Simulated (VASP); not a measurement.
ZrO2: single point with PBE

Crystal: ZrO2.

```
CELL_PARAMETERS angstrom
0.00000 2.54471 2.54471
2.54471 0.00000 2.54471
2.54471 2.54471 0.00000
ATOMIC_POSITIONS crystal
Zr 0.00000 0.00000 0.00000
O 0.25000 0.25000 0.25000
O 0.75000 0.75000 0.75000
```

```json
{
  "Program": "VASP 6.6.1",
  "Task": "single point",
  "Functional": "PBE",
  "Potentials or basis": "VASP PAW PBE potentials, release 64 (Zr_sv, O)",
  "Cutoff": "600 eV",
  "k mesh": "8 × 8 × 8",
  "Occupations": "gaussian, width 0.01 eV",
  "Spin": "no spin polarisation"
}
```

```yaml
Pressure: 3.9 GPa
Band_gap_on_the_k_mesh: 3.36 eV (least direct gap 3.80 eV)
```

Levels at points of the mesh, in eV from the valence-band top:
| k point | band 9 | band 10 | band 11 | band 12 | band 13 | band 14 | band 15 | band 16 |
| --- | --- | --- | --- | --- | --- | --- | --- | --- |
| (0.00, 0.00, 0.00) | -5.23 | -0.53 | -0.53 | -0.53 | 3.36 | 3.36 | 6.58 | 9.37 |
| (0.50, 0.00, 0.00) | -2.53 | -2.47 | -1.64 | -1.64 | 4.00 | 4.00 | 6.09 | 8.47 |
| (0.50, 0.50, 0.00) | -3.15 | -1.51 | -1.51 | 0.00 | 3.80 | 4.74 | 5.83 | 7.28 |

Run time: 14 s on 1 thread of Intel(R) Xeon(R) 6975P-C (Granite Rapids), on a shared host, peak memory 0.17 GiB.

Caveat: the cell stands under pressure. A k mesh can miss the band edges.
